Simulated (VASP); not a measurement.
# GaN (R-3m) in VASP: further runs

The runs below take GaN through electric field gradients, with PBEsol.

Everything below comes from runs of VASP 6.6.1. Logs are shortened: lines on timing, memory, paths and dates and some standing lists are left out, and cuts for length are marked.

## Step 1: The cell of the first run

The structure is trigonal, space group R-3m (No. 166). Conventional cell: a = 2.790 Å, b = 2.790 Å, c = 7.040 Å, α = 90.00°, β = 90.00°, γ = 120.00°. Ga (site symmetry -3m) has 6 N at 1.99 Å within 2.6 Å. Within 2.6 Å of N (site symmetry -3m) lie 6 Ga at 1.99 Å.

## Step 2: Electric field gradients, PBEsol (equal xy, yz and zx shear strains of +2 %)

Input file INCAR:

```
SYSTEM = GaN
PREC = Accurate
ENCUT = 520
EDIFF = 1E-8
ISMEAR = -1
SIGMA = 0.02
LREAL = .FALSE.
LASPH = .TRUE.
NELM = 60
ALGO = Normal
ISIF = 2
LWAVE = .FALSE.
LCHARG = .FALSE.
GGA = PS
LEFG = .TRUE.
NBANDS = 16
```

Input file KPOINTS:

```
regular mesh
0
G
  13 13 13
  0 0 0
```

Input file POSCAR:

```
GaN
1.0
    0.0398500000      2.0124250000      2.0124250000
    2.0124250000      0.0398500000      2.0124250000
    2.0124250000      2.0124250000      0.0398500000
Ga N
1 1
Direct
    0.5000000000      0.5000000000      0.5000000000
    0.0000000000      0.0000000000      0.0000000000
```

Potentials or basis: VASP PAW PBE potentials, release 64 (Ga_d, N).

The run is started by

```bash
> cat potpaw_PBE.64/Ga_d/POTCAR potpaw_PBE.64/N/POTCAR > POTCAR
> mpirun -np 1 vasp_std > vasp.out
```

OUTCAR:

```text
SYSTEM = GaN
   PREC = Accurate
   ENCUT = 520
   EDIFF = 1E-8
   ISMEAR = -1
   LREAL = .FALSE.
   LASPH = .TRUE.
   NELM = 60
   ISIF = 2
   GGA = PS

 ion  position               nearest neighbor table
   1  0.500  0.500  0.500-   2 1.99   2 1.99   2 1.99   2 1.99   2 1.99   2 1.99
   2  0.000  0.000  0.000-   1 1.99   1 1.99   1 1.99   1 1.99   1 1.99   1 1.99

  LATTYP: Found a trigonal (rhomboedric) cell.
 ALAT       =     2.8462777067
 COS(alpha) =     0.5197000882

  Lattice vectors:

 A1 = (   0.0398500000,   2.0124250000,   2.0124250000)
 A2 = (   2.0124250000,   0.0398500000,   2.0124250000)
 A3 = (   2.0124250000,   2.0124250000,   0.0398500000)

Analysis of symmetry for initial positions (statically):
=====================================================================
 Subroutine PRICEL returns:
 Original cell was already a primitive cell.

 Routine SETGRP: Setting up the symmetry group for a
 trigonal (rhombohedral) supercell.

 Subroutine GETGRP returns: Found 12 space group operations
 (whereof 12 operations were pure point group operations)
 out of a pool of 12 trial point group operations.

The static configuration has the point symmetry D_3d.

Analysis of symmetry for dynamics (positions and initial velocities):
=====================================================================
 Subroutine PRICEL returns:
 Original cell was already a primitive cell.

 Routine SETGRP: Setting up the symmetry group for a
 trigonal (rhombohedral) supercell.

 Subroutine GETGRP returns: Found 12 space group operations
 (whereof 12 operations were pure point group operations)
 out of a pool of 12 trial point group operations.

The dynamic configuration has the point symmetry D_3d.

 Subroutine INISYM returns: Found 12 space group operations
 (whereof 12 operations are pure point group operations),
 and found     1 'primitive' translations

----------------------------------------------------------------------------------------

                                     Primitive cell

  volume of cell :      15.8160

  direct lattice vectors                    reciprocal lattice vectors
     0.039850000  2.012425000  2.012425000    -0.255960843  0.250990730  0.250990730
     2.012425000  0.039850000  2.012425000     0.250990730 -0.255960843  0.250990730
     2.012425000  2.012425000  0.039850000     0.250990730  0.250990730 -0.255960843

  length of vectors
     2.846277707  2.846277707  2.846277707     0.437617009  0.437617009  0.437617009

  position of ions in fractional coordinates (direct lattice)
     0.500000000  0.500000000  0.500000000
     0.000000000  0.000000000  0.000000000

  ion indices of the primitive-cell ions
   primitive index   ion index
                 1           1
                 2           2

----------------------------------------------------------------------------------------

 KPOINTS: regular mesh

Automatic generation of k-mesh.
 Grid dimensions read from file:
 generate k-points for:   13   13   13

 Generating k-lattice:

  Cartesian coordinates                     Fractional coordinates (reciprocal lattice)
    -0.019689296  0.019306979  0.019306979     0.076923077  0.000000000  0.000000000
     0.019306979 -0.019689296  0.019306979     0.000000000  0.076923077  0.000000000
     0.019306979  0.019306979 -0.019689296     0.000000000  0.000000000  0.076923077

  Length of vectors
     0.033662847  0.033662847  0.033662847

  Shift w.r.t. Gamma in fractional coordinates (k-lattice)
     0.000000000  0.000000000  0.000000000

 Subroutine IBZKPT returns following result:
 ===========================================

 Found    231 irreducible k-points:

 Following reciprocal coordinates:
            Coordinates               Weight
  0.000000  0.000000  0.000000      1.000000
  0.076923  0.000000 -0.000000      6.000000
  0.153846  0.000000 -0.000000      6.000000
  0.230769  0.000000  0.000000      6.000000
  0.307692  0.000000 -0.000000      6.000000
  0.384615  0.000000  0.000000      6.000000
[... 16 lines left out ...]
  0.384615  0.153846  0.000000     12.000000
  0.461538  0.153846  0.000000     12.000000
 [... further k-points ...]
   k-points           NKPTS =    231   k-points in BZ     NKDIM =    231   number of bands    NBANDS=     16
   number of dos      NEDOS =    301   number of ions     NIONS =      2
   total plane-waves  NPLWV =  13824
   dimension x,y,z NGX =    24 NGY =   24 NGZ =   24
   dimension x,y,z NGXF=    48 NGYF=   48 NGZF=   48
   ions per type =               1   1
   NGX,Y,Z   is equivalent  to a cutoff of  14.02, 14.02, 14.02 a.u.
   NGXF,Y,Z  is equivalent  to a cutoff of  28.04, 28.04, 28.04 a.u.
 SYSTEM =  GaN
   PREC   = accura    normal or accurate (medium, high low for compatibility)
   ISTART =      0    job   : 0-new  1-cont  2-samecut
   ICHARG =      2    charge: 1-file 2-atom 10-const
   ISPIN  =      1    spin polarized calculation?
   LNONCOLLINEAR =      F non collinear calculations
   LSORBIT =      F    spin-orbit coupling
   LASPH  =      T    aspherical Exc in radial PAW
   ENCUT  =  520.0 eV  38.22 Ry    6.18 a.u.   5.29  5.29  5.29*2*pi/ulx,y,z
   NELM   =     60;   NELMIN=  2; NELMDL= -5     # of ELM steps
   EDIFF  = 0.1E-07   stopping-criterion for ELM
   LREAL  =      F    real-space projection
   EDIFFG = 0.1E-06   stopping-criterion for IOM
   NSW    =      0    number of steps for IOM
   IBRION =     -1    ionic relax: 0-MD 1-quasi-New 2-CG
   NFREE  =      0    steps in history (QN), initial steepest desc. (CG)
   ISIF   =      2    stress and relaxation
   ISYM   =      2    0-nonsym 1-usesym 2-fastsym
   POTIM  = 0.5000    time-step for ionic-motion
   TEBEG  =    0.0;   TEEND  =   0.0 temperature during run
   PSTRESS=    0.0 pullay stress
   NELECT =      18.0000    total number of electrons
   NUPDOWN=      -1.0000    fix difference up-down
   EMIN   =  10.00;   EMAX   =-10.00  energy-range for DOS
   EFERMI =   0.00;   METHOD = LEGACY
   ISMEAR =    -1;   SIGMA  =   0.02  broadening in eV -4-tet -1-fermi 0-gaus
   EFERMI_NEDOS =   21; number of points for ismear=-14 and -15
   IALGO  =     38    algorithm
   IMIX   =      4    mixing-type and parameters
     AMIX     =   0.40;   BMIX     =  1.00
     AMIX_MAG =   1.60;   BMIX_MAG =  1.00
  volume/ion in A,a.u.               =       7.91        53.37
  Fermi-wavevector in a.u.,A,eV,Ry     =   1.709230  3.229976 39.748970  2.921467
  Thomas-Fermi vector in A             =   2.787752
   LORBIT       =      0    0 simple, 1 ext, 2 COOP (PROOUT), +10 PAW based schemes
   GGA     = PS    functional components
   LHFCALC =     F    Hartree Fock is set to
   AEXX    =    0.0000 exact exchange contribution
   IVDW    =     0    specifies the selected vdW correction
   LEPSILON=     F    determine dielectric tensor
   LRPA    =     F    only Hartree local field effects (RPA)
 non-spin polarized calculation
  energy-cutoff  :      520.00
  volume of cell :       15.82
 maximum number of plane-waves:       439
 NGX is ok and might be reduce to    24
   NGX = 11   NGY = 11   NGZ = 11

 number of electron      17.9999996 magnetization

 Free energy of the ion-electron system (eV)
  ---------------------------------------------------
  ext. energy  EPLUGINS =         0.00000000
  ---------------------------------------------------
  free energy    TOTEN  =       -11.76419794 eV

  energy without entropy =      -11.76419794  energy(sigma->0) =      -11.76419794

 E-fermi :  10.7285     XC(G=0): -14.3310

 val. band max:       10.3018070624   @ k =   0.3846   0.2308   0.2308
 cond. band min:      11.9929338727   @ k =   0.4615   0.4615   0.0000
 fundamental gap:      1.6911268103
 Fermi energy:        10.7285439219

 k-point     1 :       0.0000    0.0000    0.0000
  band No.  band energies     occupation
      1      -9.0867      2.00000
      2      -3.7920      2.00000
      3      -3.7698      2.00000
      4      -3.7698      2.00000
      5      -3.6130      2.00000
      6      -3.6130      2.00000
[... 8 lines left out ...]
     15      28.5666      0.00000
     16      28.7192      0.00000

 k-point     2 :       0.0769    0.0000   -0.0000
  band No.  band energies     occupation
      1      -8.9465      2.00000
      2      -3.7846      2.00000
      3      -3.7799      2.00000
      4      -3.7528      2.00000
      5      -3.6341      2.00000
      6      -3.6300      2.00000
[... 8 lines left out ...]
     15      28.0729      0.00000
     16      28.2938      0.00000
[... 387 lines left out ...]
      5      -3.4188      2.00000
      6      -3.3509      2.00000
[... 8 lines left out ...]
     15      32.6076      0.00000
     16      34.7772      0.00000

 k-point    24 :       0.4615    0.1538    0.0000
  band No.  band energies     occupation
      1      -5.8894      2.00000
      2      -4.1168      2.00000
      3      -3.9348      2.00000
      4      -3.7796      2.00000
      5      -3.3867      2.00000
      6      -3.0838      2.00000
[... 8 lines left out ...]
     15      33.0601      0.00000
     16      36.1734      0.00000

 [... further k-points ...]
[... 5 lines left out ...]
  --------------------------------------------------------------------------------------
  -------------------------------------------------------------------------------------
  Total        5.8864241      5.8864241      5.8864241     -0.5395204     -0.5395204     -0.5395204
  in kB      596.3024397    596.3024397    596.3024397    -54.6541170    -54.6541170    -54.6541170
  external PRESSURE =     596.3024397 kB  Pullay stress =       0.0000000 kB

 VOLUME and BASIS-vectors are now :
 -----------------------------------------------------------------------------
  energy-cutoff  :      520.00
  volume of cell :       15.82
      direct lattice vectors                 reciprocal lattice vectors
     0.039850000  2.012425000  2.012425000    -0.255960843  0.250990730  0.250990730
     2.012425000  0.039850000  2.012425000     0.250990730 -0.255960843  0.250990730
     2.012425000  2.012425000  0.039850000     0.250990730  0.250990730 -0.255960843

 POSITION                                       TOTAL-FORCE (eV/Angst)
 -----------------------------------------------------------------------------------
      2.03235      2.03235      2.03235         0.000000     -0.000000     -0.000000
      0.00000      0.00000      0.00000         0.000000      0.000000      0.000000
 -----------------------------------------------------------------------------------
    total drift:                                0.000000     -0.000000      0.000000

  FREE ENERGIE OF THE ION-ELECTRON SYSTEM (eV)
  ---------------------------------------------------
  free  energy   TOTEN  =       -11.7641979410 eV

  energy  without entropy=      -11.7641979410  energy(sigma->0) =      -11.76419794

 Electric field gradients (V/A^2)
---------------------------------------------------------------------
 ion       V_xx      V_yy      V_zz      V_xy      V_xz      V_yz
---------------------------------------------------------------------
   1      -0.000     0.000    -0.000    -2.075    -2.075    -2.075
   2       0.000    -0.000     0.000     4.878     4.878     4.878
---------------------------------------------------------------------

 Electric field gradients after diagonalization (V/A^2)
 (convention: |V_zz| > |V_xx| > |V_yy|)
----------------------------------------------------------------------
 ion       V_xx      V_yy      V_zz     asymmetry (V_yy - V_xx)/ V_zz
----------------------------------------------------------------------
   1       2.075     2.075    -4.150       0.000
   2      -4.878    -4.878     9.756       0.000
----------------------------------------------------------------------

           NMR quadrupolar parameters

 Cq : quadrupolar parameter    Cq=e*Q*V_zz/h
 eta: asymmetry parameters     (V_yy - V_xx)/ V_zz
 Q  : nuclear electric quadrupole moment in mb (millibarn)
----------------------------------------------------------------------
 ion       Cq(MHz)       eta       Q (mb)
----------------------------------------------------------------------
   1      -0.010       0.000       1.000
   2       0.024       0.000       1.000
----------------------------------------------------------------------
```

Run time: 35 s. Hardware: 1 thread of Intel Xeon 6975P-C, shared host; peak memory 0.18 GiB.

Results:

| Property | Result |
| --- | --- |
| Free energy | -11.7642 eV |
| Pressure | 59.6 GPa |
| Band gap on the k mesh | 1.69 eV, indirect (least direct gap 5.03 eV) |

Electric field gradients, principal values (V/Å²):
| atom | least | middle | greatest (by size) |
| --- | --- | --- | --- |
| 1 Ga | 2.075 | 2.075 | -4.150 |
| 2 N | -4.878 | -4.878 | 9.756 |

Caveat: the cell differs from its parent crystal (equal xy, yz and zx shear strains of +2 %); without QUAD_EFG the Cq values of the log hold for a quadrupole moment of 1 mb, not for the nuclei; the PAW data sets were made with another functional, which shifts forces and pressure a little. A k mesh can miss the band edges.

## Step 3: Electric field gradients, PBEsol (equal xy, yz and zx shear strains of +2 %)

Input file INCAR:

```
  ALGO = Normal
  EDIFF = 1E-8
  ENCUT = 520
  GGA = PS
  ISIF = 2
  ISMEAR = -1
  LASPH = T
  LCHARG = F
  LEFG = T
  LREAL = F
  LWAVE = F
  NBANDS = 16
  NELM = 80
  PREC = Accurate
  SIGMA = 0.02
```

Input file KPOINTS:

```
k-points
0
Gamma
  13 13 13
```

POSCAR is that of step 2.

Potentials or basis: VASP PAW PBE potentials, release 64 (Ga_d, N).

The run is started by

```bash
> cat potpaw_PBE.64/Ga_d/POTCAR potpaw_PBE.64/N/POTCAR > POTCAR
> mpirun -np 1 vasp_std > vasp.out
```

OUTCAR:

```text
EDIFF = 1E-8
   ENCUT = 520
   GGA = PS
   ISIF = 2
   ISMEAR = -1
   LASPH = T
   LREAL = F
   NELM = 80
   PREC = Accurate

 ion  position               nearest neighbor table
   1  0.500  0.500  0.500-   2 1.99   2 1.99   2 1.99   2 1.99   2 1.99   2 1.99
   2  0.000  0.000  0.000-   1 1.99   1 1.99   1 1.99   1 1.99   1 1.99   1 1.99

  LATTYP: Found a trigonal (rhomboedric) cell.
 ALAT       =     2.8462777067
 COS(alpha) =     0.5197000882

  Lattice vectors:

 A1 = (   0.0398500000,   2.0124250000,   2.0124250000)
 A2 = (   2.0124250000,   0.0398500000,   2.0124250000)
[... 669 lines left out ...]
  free  energy   TOTEN  =       -11.7641979410 eV

  energy  without entropy=      -11.7641979410  energy(sigma->0) =      -11.76419794

 Electric field gradients (V/A^2)
---------------------------------------------------------------------
 ion       V_xx      V_yy      V_zz      V_xy      V_xz      V_yz
---------------------------------------------------------------------
   1      -0.000     0.000    -0.000    -2.075    -2.075    -2.075
   2       0.000    -0.000     0.000     4.878     4.878     4.878
---------------------------------------------------------------------

 Electric field gradients after diagonalization (V/A^2)
 (convention: |V_zz| > |V_xx| > |V_yy|)
----------------------------------------------------------------------
 ion       V_xx      V_yy      V_zz     asymmetry (V_yy - V_xx)/ V_zz
----------------------------------------------------------------------
   1       2.075     2.075    -4.150       0.000
   2      -4.878    -4.878     9.756       0.000
----------------------------------------------------------------------

           NMR quadrupolar parameters

 Cq : quadrupolar parameter    Cq=e*Q*V_zz/h
 eta: asymmetry parameters     (V_yy - V_xx)/ V_zz
 Q  : nuclear electric quadrupole moment in mb (millibarn)
----------------------------------------------------------------------
 ion       Cq(MHz)       eta       Q (mb)
----------------------------------------------------------------------
   1      -0.010       0.000       1.000
   2       0.024       0.000       1.000
----------------------------------------------------------------------
```

OSZICAR:

```text
N       E                     dE             d eps       ncg     rms          rms(c)
DAV:   1     0.740618797932E+02    0.74062E+02   -0.88562E+03  8272   0.226E+03
DAV:   2    -0.949191468502E+01   -0.83554E+02   -0.78066E+02  8552   0.333E+02
DAV:   3    -0.136291387365E+02   -0.41372E+01   -0.41228E+01  8376   0.628E+01
DAV:   4    -0.136634994083E+02   -0.34361E-01   -0.34358E-01  9240   0.585E+00
DAV:   5    -0.136637974453E+02   -0.29804E-03   -0.29804E-03  8792   0.515E-01    0.751E+00
DAV:   6    -0.118260996954E+02    0.18377E+01   -0.35602E+00 10960   0.472E+01    0.252E+00
DAV:   7    -0.117890231611E+02    0.37077E-01   -0.28532E-01  8664   0.507E+00    0.162E+00
DAV:   8    -0.117658075993E+02    0.23216E-01   -0.22999E-02 10104   0.257E+00    0.354E-01
DAV:   9    -0.117642656019E+02    0.15420E-02   -0.53605E-03  9936   0.237E+00    0.760E-02
DAV:  10    -0.117641998865E+02    0.65715E-04   -0.31820E-04  8256   0.224E-01    0.253E-02
DAV:  11    -0.117641972445E+02    0.26420E-05   -0.41608E-05  9976   0.941E-02    0.169E-02
DAV:  12    -0.117641979345E+02   -0.69007E-06   -0.11669E-06  8024   0.114E-02    0.536E-03
DAV:  13    -0.117641979410E+02   -0.64556E-08   -0.25098E-08  9096   0.303E-03
   1 F= -.11764198E+02 E0= -.11764198E+02  d E =-.213788E-11
```

stdout:

```text
POSCAR found type information on POSCAR GaN
 POSCAR found :  2 types and       2 ions
 scaLAPACK will be used
 -----------------------------------------------------------------------------
|                                                                             |
|                                                                             |
|     You enforced a specific xc type in the INCAR file but a different       |
|     I HOPE YOU KNOW WHAT YOU ARE DOING!                                     |
|                                                                             |
 -----------------------------------------------------------------------------

 LDA part: xc-table for (Slater+PW92), standard interpolation
 POSCAR, INCAR and KPOINTS ok, starting setup
 FFT: planning ... GRIDC
 FFT: planning ... GRID_SOFT
 FFT: planning ... GRID
 WAVECAR not read
 entering main loop
ion   1

ion   2
```

Run time: 39 s. Hardware: 1 thread of Intel Xeon 6975P-C, shared host; peak memory 0.19 GiB.

Results:

* Free energy: -11.7642 eV
* Pressure: 59.6 GPa
* Band gap on the k mesh: 1.69 eV, indirect (least direct gap 5.03 eV)

Electric field gradients, principal values (V/Å²):
| atom | least | middle | greatest (by size) |
| --- | --- | --- | --- |
| 1 Ga | 2.075 | 2.075 | -4.150 |
| 2 N | -4.878 | -4.878 | 9.756 |

Caveat: the cell differs from its parent crystal (equal xy, yz and zx shear strains of +2 %); without QUAD_EFG the Cq values of the log hold for a quadrupole moment of 1 mb, not for the nuclei; the PAW data sets were made with another functional, which shifts forces and pressure a little.
